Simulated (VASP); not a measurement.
# AlN (Cm) in VASP: further runs

Runs on AlN. Level: PBE. Tasks: single point.

Everything below comes from runs of VASP 6.6.1. Logs are shortened: lines on timing, memory, paths and dates and some standing lists are left out, and cuts for length are marked.

## Step 1: The cell of the first run

The structure is monoclinic, space group Cm (No. 8). Conventional cell: a = 5.739 Å, b = 3.313 Å, c = 4.188 Å, α = 90.00°, β = 90.00°, γ = 90.00°. Within 2.4 Å of Al (site symmetry m) lie 5 N at 1.81 to 2.37 Å. Al (site symmetry m) has 5 N at 1.81 to 2.37 Å within 2.4 Å. N (site symmetry m) has 5 Al at 1.81 to 2.37 Å within 2.4 Å. N (site symmetry m) has 5 Al at 1.81 to 2.37 Å within 2.4 Å.

## Step 2: Single point, PBE (mode 4 frozen in at -0.185 Å and mode 10 at -0.013 Å (largest displacements))

Input file INCAR:

```
PREC = Accurate
ENCUT = 520
EDIFF = 1E-7
ISMEAR = 0
SIGMA = 0.05
LREAL = False
LASPH = True
NELM = 60
ALGO = Normal
ISIF = 2
LWAVE = False
LCHARG = False
GGA = PE
NBANDS = 16
```

Input file KPOINTS:

```
Automatic mesh
0
Gamma
  9 9 6
```

Input file POSCAR:

```
AlN
1.0
    3.3134793407      0.0000000000      0.0000000000
   -1.6567396703      2.8695572839      0.0000000000
    0.0000000000      0.0000000000      4.1875902417
Al N
2 2
Direct
    0.3345273419      0.6690546839      0.7729095315
    0.6678606753      0.3357213505      0.2729095315
    0.3310333270      0.6620666539      0.2058696077
    0.6643666603      0.3287333206      0.7058696077
```

Potentials or basis: VASP PAW PBE potentials, release 64 (Al, N).

Command:

```bash
> cat potpaw_PBE.64/Al/POTCAR potpaw_PBE.64/N/POTCAR > POTCAR
> mpirun -np 1 vasp_std > vasp.out
```

OUTCAR:

```text
PREC = Accurate
   ENCUT = 520
   EDIFF = 1E-7
   ISMEAR = 0
   LREAL = False
   LASPH = True
   NELM = 60
   ISIF = 2
   GGA = PE

 ion  position               nearest neighbor table
   1  0.335  0.669  0.773-   3 1.81   4 1.91   4 1.94   4 1.94   3 2.37   2 2.84   2 2.84   2 2.84
                             2 2.84   2 2.84   2 2.84
   2  0.668  0.336  0.273-   4 1.81   3 1.92   3 1.92   3 1.95   4 2.37   1 2.84   1 2.84   1 2.84
                             1 2.84   1 2.84   1 2.84
   3  0.331  0.662  0.206-   1 1.81   2 1.92   2 1.92   2 1.95   1 2.37
   4  0.664  0.329  0.706-   2 1.81   1 1.91   1 1.94   1 1.94   2 2.37

  LATTYP: Found a hexagonal cell.
 ALAT       =     3.3134793407
 C/A-ratio  =     1.2638045423

  Lattice vectors:

 A1 = (   3.3134793407,   0.0000000000,   0.0000000000)
 A2 = (  -1.6567396703,   2.8695572839,   0.0000000000)
 A3 = (   0.0000000000,   0.0000000000,   4.1875902417)

Analysis of symmetry for initial positions (statically):
=====================================================================
 Subroutine PRICEL returns:
 Original cell was already a primitive cell.

 Routine SETGRP: Setting up the symmetry group for a
 hexagonal supercell.

 Subroutine GETGRP returns: Found  2 space group operations
 (whereof  2 operations were pure point group operations)
 out of a pool of 24 trial point group operations.

The static configuration has the point symmetry C_1h.

Analysis of symmetry for dynamics (positions and initial velocities):
=====================================================================
 Subroutine PRICEL returns:
 Original cell was already a primitive cell.

 Routine SETGRP: Setting up the symmetry group for a
 hexagonal supercell.

 Subroutine GETGRP returns: Found  2 space group operations
 (whereof  2 operations were pure point group operations)
 out of a pool of 24 trial point group operations.

The dynamic configuration has the point symmetry C_1h.

 Subroutine INISYM returns: Found  2 space group operations
 (whereof  2 operations are pure point group operations),
 and found     1 'primitive' translations

----------------------------------------------------------------------------------------

                                     Primitive cell

  volume of cell :      39.8165

  direct lattice vectors                    reciprocal lattice vectors
[... 88 lines left out ...]
   LASPH  =      T    aspherical Exc in radial PAW
   ENCUT  =  520.0 eV  38.22 Ry    6.18 a.u.   6.16  6.16  7.79*2*pi/ulx,y,z
   NELM   =     60;   NELMIN=  2; NELMDL= -5     # of ELM steps
   EDIFF  = 0.1E-06   stopping-criterion for ELM
   LREAL  =      F    real-space projection
   EDIFFG = 0.1E-05   stopping-criterion for IOM
   NSW    =      0    number of steps for IOM
   IBRION =     -1    ionic relax: 0-MD 1-quasi-New 2-CG
   NFREE  =      0    steps in history (QN), initial steepest desc. (CG)
   ISIF   =      2    stress and relaxation
   ISYM   =      2    0-nonsym 1-usesym 2-fastsym
   POTIM  = 0.5000    time-step for ionic-motion
   TEBEG  =    0.0;   TEEND  =   0.0 temperature during run
   PSTRESS=    0.0 pullay stress
   NELECT =      16.0000    total number of electrons
   NUPDOWN=      -1.0000    fix difference up-down
   EMIN   =  10.00;   EMAX   =-10.00  energy-range for DOS
   EFERMI =   0.00;   METHOD = LEGACY
   ISMEAR =     0;   SIGMA  =   0.05  broadening in eV -4-tet -1-fermi 0-gaus
   EFERMI_NEDOS =   21; number of points for ismear=-14 and -15
   IALGO  =     38    algorithm
   IMIX   =      4    mixing-type and parameters
     AMIX     =   0.40;   BMIX     =  1.00
     AMIX_MAG =   1.60;   BMIX_MAG =  1.00
  volume/ion in A,a.u.               =       9.95        67.17
  Fermi-wavevector in a.u.,A,eV,Ry     =   1.208074  2.282930 19.856940  1.459444
  Thomas-Fermi vector in A             =   2.343693
   LORBIT       =      0    0 simple, 1 ext, 2 COOP (PROOUT), +10 PAW based schemes
   GGA     = PE    functional components
   LHFCALC =     F    Hartree Fock is set to
   AEXX    =    0.0000 exact exchange contribution
   IVDW    =     0    specifies the selected vdW correction
   LEPSILON=     F    determine dielectric tensor
   LRPA    =     F    only Hartree local field effects (RPA)
 non-spin polarized calculation
 Gauss-broadening in eV      SIGMA  =   0.05
  energy-cutoff  :      520.00
  volume of cell :       39.82
 maximum number of plane-waves:      1090
 NGX is ok and might be reduce to    28
   NGX = 13   NGY = 13   NGZ = 15

 number of electron      15.9999999 magnetization

 Free energy of the ion-electron system (eV)
  ---------------------------------------------------
  ext. energy  EPLUGINS =         0.00000000
  ---------------------------------------------------
  free energy    TOTEN  =       -29.04747217 eV

  energy without entropy =      -29.04747217  energy(sigma->0) =      -29.04747217

 E-fermi :   7.7590     XC(G=0): -11.1307

 val. band max:        7.5262435161   @ k =   0.0000   0.0000   0.0000
 cond. band min:      11.1151743629   @ k =   0.0000   0.0000   0.0000
 fundamental gap:      3.5889308469
 Fermi energy:         7.7590250129

 k-point     1 :       0.0000    0.0000    0.0000
  band No.  band energies     occupation
      1      -8.8828      2.00000
      2      -5.3660      2.00000
      3       1.1451      2.00000
      4       4.6969      2.00000
      5       4.6977      2.00000
      6       6.3226      2.00000
[... 433 lines left out ...]
      3       1.4228      2.00000
      4       2.9083      2.00000
      5       3.5926      2.00000
      6       3.6834      2.00000
[... 8 lines left out ...]
     15      20.3835      0.00000
     16      20.6439      0.00000

 [... further k-points ...]
[... 5 lines left out ...]
  --------------------------------------------------------------------------------------
  -------------------------------------------------------------------------------------
  Total       -1.1315868     -1.1132477      7.7595739     -0.0000000     -0.1123437     -0.0000000
  in kB      -45.5339261    -44.7959805    312.2375361     -0.0000000     -4.5206003     -0.0000000
  external PRESSURE =      73.9692098 kB  Pullay stress =       0.0000000 kB

 VOLUME and BASIS-vectors are now :
 -----------------------------------------------------------------------------
  energy-cutoff  :      520.00
  volume of cell :       39.82
      direct lattice vectors                 reciprocal lattice vectors
     3.313479341  0.000000000  0.000000000     0.301797566  0.174242906  0.000000000
    -1.656739670  2.869557284  0.000000000     0.000000000  0.348485812  0.000000000
     0.000000000  0.000000000  4.187590242     0.000000000  0.000000000  0.238800824

 POSITION                                       TOTAL-FORCE (eV/Angst)
 -----------------------------------------------------------------------------------
     -0.00000      1.91989      3.23663        -0.000000     -0.252504     -1.531726
      1.65674      0.96337      1.14283        -0.000000     -0.235624     -1.531825
      0.00000      1.89984      0.86210         0.000000      0.235069      1.531833
      1.65674      0.94332      2.95589         0.000000      0.253059      1.531718
 -----------------------------------------------------------------------------------
    total drift:                                0.000000      0.000091      0.000010

  FREE ENERGIE OF THE ION-ELECTRON SYSTEM (eV)
  ---------------------------------------------------
  free  energy   TOTEN  =       -29.0474721729 eV

  energy  without entropy=      -29.0474721729  energy(sigma->0) =      -29.04747217
```

OSZICAR:

```text
N       E                     dE             d eps       ncg     rms          rms(c)
DAV:   1     0.430757367004E+02    0.43076E+02   -0.74618E+03  4480   0.906E+02
DAV:   2    -0.304482551478E+02   -0.73524E+02   -0.67340E+02  6552   0.188E+02
DAV:   3    -0.338766145101E+02   -0.34284E+01   -0.34174E+01  5256   0.422E+01
DAV:   4    -0.338970607327E+02   -0.20446E-01   -0.20444E-01  5720   0.369E+00
DAV:   5    -0.338973364972E+02   -0.27576E-03   -0.27576E-03  5272   0.430E-01    0.122E+01
DAV:   6    -0.290812515201E+02    0.48161E+01   -0.97835E+00  5664   0.234E+01    0.408E+00
DAV:   7    -0.290713075014E+02    0.99440E-02   -0.74437E-01  5184   0.612E+00    0.294E+00
DAV:   8    -0.290546764063E+02    0.16631E-01   -0.95056E-02  5096   0.261E+00    0.767E-01
DAV:   9    -0.290469628307E+02    0.77136E-02   -0.18029E-02  5880   0.105E+00    0.269E-01
DAV:  10    -0.290475162956E+02   -0.55346E-03   -0.28941E-03  5008   0.358E-01    0.123E-01
DAV:  11    -0.290474641667E+02    0.52129E-04   -0.26971E-04  5216   0.135E-01    0.209E-02
DAV:  12    -0.290474726368E+02   -0.84701E-05   -0.17488E-05  5424   0.339E-02    0.108E-02
DAV:  13    -0.290474720328E+02    0.60404E-06   -0.37717E-06  5504   0.157E-02    0.193E-03
DAV:  14    -0.290474721781E+02   -0.14533E-06   -0.31368E-07  5016   0.449E-03    0.117E-03
DAV:  15    -0.290474721729E+02    0.52809E-08   -0.24488E-08  3448   0.127E-03
   1 F= -.29047472E+02 E0= -.29047472E+02  d E =-.224116E-13
```

Run time: 46 s. Hardware: 1 thread of Intel Xeon Platinum 8559C (Emerald Rapids), shared host; peak memory 0.21 GiB.

What came out:

```yaml
Free_energy: -29.0475 eV
Pressure: 7.4 GPa
Largest_force: 1.552 eV/Å
Band_gap_on_the_k_mesh: 3.59 eV, direct
```

Forces on the atoms (eV/Å):
```
Al   0.000 -0.253 -1.532
Al   0.000 -0.236 -1.532
N    0.000  0.235  1.532
N    0.000  0.253  1.532
```

Levels at points of the mesh, in eV from the valence-band top:
```csv
k point,band 5,band 6,band 7,band 8,band 9,band 10,band 11,band 12
"(0.00, 0.00, 0.00)",-2.83,-1.20,-1.20,0.00,3.59,4.63,8.65,8.65
"(0.00, 0.00, 0.50)",-2.10,-2.10,-2.01,-2.01,5.73,5.73,8.80,8.80
```

Caveat: the cell differs from its parent crystal (mode 4 frozen in at -0.185 Å and mode 10 at -0.013 Å (largest displacements)); forces of over 1 eV/Å act on the atoms, so gaps and moduli don't describe the material at rest.

## Step 3: Single point, PBE (mode 4 frozen in at -0.308 Å and mode 10 at -0.013 Å (largest displacements))

Input file INCAR:

```
SYSTEM = AlN
PREC     = Accurate       ! precision mode
ENCUT    = 520            ! plane-wave cutoff, eV
EDIFF    = 1E-6           ! SCF threshold, eV
ISMEAR   = 0              ! smearing method
SIGMA    = 0.05           ! smearing width, eV
LREAL    = .False.        ! projectors in reciprocal space
LASPH    = .True.         ! aspherical terms in the spheres
NELM     = 100            ! most SCF steps
ALGO     = Normal         ! electronic algorithm
ISIF     = 2              ! what is computed and relaxed
LWAVE    = .False.        ! write WAVECAR
LCHARG   = .True.         ! write CHGCAR
GGA      = PE             ! functional
LELF     = .True.         ! ELF
LVHAR    = .True.       
NBANDS   = 16             ! bands
```

Input file KPOINTS:

```
Automatic mesh
0
Gamma
  9 9 6
  0 0 0
```

Input file POSCAR:

```
AlN
1.0
    3.3134793407      0.0000000000      0.0000000000
   -1.6567396703      2.8695572839      0.0000000000
    0.0000000000      0.0000000000      4.1875902417
Al N
2 2
Direct
    0.3345273419      0.6690546839      0.7881825525
    0.6678606753      0.3357213505      0.2881825525
    0.3310333270      0.6620666539      0.1764493462
    0.6643666603      0.3287333206      0.6764493462
```

Potentials or basis: VASP PAW PBE potentials, release 64 (Al, N).

Command:

```bash
> cat potpaw_PBE.64/Al/POTCAR potpaw_PBE.64/N/POTCAR > POTCAR
> mpirun -np 1 vasp_std > vasp.out
```

Wall time 41 s (1 thread of Intel Xeon Platinum 8559C (Emerald Rapids), shared host); peak memory 0.2 GiB.

It converged, with:

```yaml
Free_energy: -27.7088 eV
Pressure: 26.0 GPa
Largest_force: 6.516 eV/Å
Band_gap_on_the_k_mesh: 4.03 eV, direct
```

Forces in eV/Å, atoms in the order of the input:
```
Al   0.000 -0.132 -6.515
Al   0.000 -0.119 -6.515
N    0.000  0.119  6.515
N    0.000  0.132  6.515
```

Stress tensor (GPa, compression positive):
```
-10.72   0.00   0.00
  0.00 -10.65  -1.22
  0.00  -1.22  99.49
```

Levels at points of the mesh, in eV from the valence-band top:
| k point | band 6 | band 7 | band 8 | band 9 | band 10 | band 11 |
| --- | --- | --- | --- | --- | --- | --- |
| (0.00, 0.00, 0.00) | -0.71 | -0.70 | 0.00 | 4.03 | 4.97 | 9.23 |
| (0.00, 0.00, 0.50) | -1.55 | -1.47 | -1.47 | 5.89 | 5.89 | 9.40 |

Caveat: the cell differs from its parent crystal (mode 4 frozen in at -0.308 Å and mode 10 at -0.013 Å (largest displacements)); forces of over 1 eV/Å act on the atoms, so gaps and moduli don't describe the material at rest.

## Step 4: Single point, PBE (mode 4 frozen in at -0.185 Å and mode 10 at -0.026 Å (largest displacements))

Input file INCAR:

```
SYSTEM = AlN
PREC = Accurate
ENCUT = 520
EDIFF = 1E-7
ISMEAR = 0
SIGMA = 0.05
LREAL = .FALSE.
LASPH = .TRUE.
NELM = 100
ALGO = Normal
ISIF = 2
LWAVE = .FALSE.
LCHARG = .FALSE.
GGA = PE
NBANDS = 16
```

Input file KPOINTS:

```
regular mesh
0
G
  9 9 6
  0 0 0
```

Input file POSCAR:

```
AlN
1.0
    3.3134793407      0.0000000000      0.0000000000
   -1.6567396703      2.8695572839      0.0000000000
    0.0000000000      0.0000000000      4.1875902417
Al N
2 2
Direct
    0.3357213505      0.6714427011      0.7729095315
    0.6690546839      0.3381093678      0.2729095315
    0.3287333206      0.6574666412      0.2058696077
    0.6620666539      0.3241333079      0.7058696077
```

Command:

```bash
> cat potpaw_PBE.64/Al/POTCAR potpaw_PBE.64/N/POTCAR > POTCAR
> mpirun -np 1 vasp_std > vasp.out
```

It took 46 s on 1 thread of Intel Xeon Platinum 8559C (Emerald Rapids), shared host; peak memory 0.2 GiB.

The run converged. Its results:

| Property | Result |
| --- | --- |
| Free energy | -29.0328 eV |
| Pressure | 7.5 GPa |
| Largest force | 1.607 eV/Å |
| Band gap on the k mesh | 3.59 eV, direct |

Forces in eV/Å, atoms in the order of the input:
```
Al   0.000 -0.523 -1.519
Al   0.000 -0.456 -1.520
N    0.000  0.454  1.520
N    0.000  0.526  1.519
```

Stress tensor (GPa, compression positive):
```
-4.41  0.00  0.00
 0.00 -4.11 -0.91
 0.00 -0.91 31.15
```

Levels at points of the mesh, in eV from the valence-band top:
| k point | band 4 | band 5 | band 6 | band 7 | band 8 | band 9 | band 10 | band 11 | band 12 | band 13 |
| --- | --- | --- | --- | --- | --- | --- | --- | --- | --- | --- |
| (0.00, 0.00, 0.00) | -2.83 | -2.83 | -1.20 | -1.20 | 0.00 | 3.59 | 4.63 | 8.65 | 8.65 | 11.77 |
| (0.00, 0.00, 0.50) | -3.43 | -2.14 | -2.14 | -1.96 | -1.96 | 5.73 | 5.73 | 8.76 | 8.76 | 8.94 |

Caveat: the cell differs from its parent crystal (mode 4 frozen in at -0.185 Å and mode 10 at -0.026 Å (largest displacements)); forces of over 1 eV/Å act on the atoms, so gaps and moduli don't describe the material at rest.

(Continued in part 2 of 2.)
